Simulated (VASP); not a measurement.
A run of VASP 6.6.1 is set up as follows.

File INCAR:

```
PREC = Accurate ; ENCUT = 600
EDIFF = 1E-6 ; ISMEAR = 1
SIGMA = 0.05 ; LREAL = F
LASPH = T ; NELM = 100
ALGO = Normal ; ISIF = 3
LWAVE = F ; LCHARG = F
GGA = CA ; IBRION = 2
NSW = 80 ; EDIFFG = -0.02
```

File KPOINTS:

```
Automatic mesh
0
Gamma
  13 13 13
```

File POSCAR:

```
Sr
1.0
    0.0000000000      3.0423500000      3.0423500000
    3.0423500000      0.0000000000      3.0423500000
    3.0423500000      3.0423500000      0.0000000000
Sr
1
Direct
    0.0000000000      0.0000000000      0.0000000000
```

Potentials or basis: VASP PAW LDA potentials, release 64 (Sr_sv).

Run with:

```console
$ cat potpaw_LDA.64/Sr_sv/POTCAR > POTCAR
$ mpirun -np 1 vasp_std > vasp.out
```

(1) Estimate the relaxed cell.

(2) Predict the space group after relaxing (to 0.1 Å).

(3) Estimate the relaxed volume.

## Answers

(1) a = 4.091 Å, b = 4.091 Å, c = 4.091 Å, α = 60.00°, β = 60.00°, γ = 60.00°.

(2) Fm-3m (No. 225).

(3) 48.43 Å³/atom.
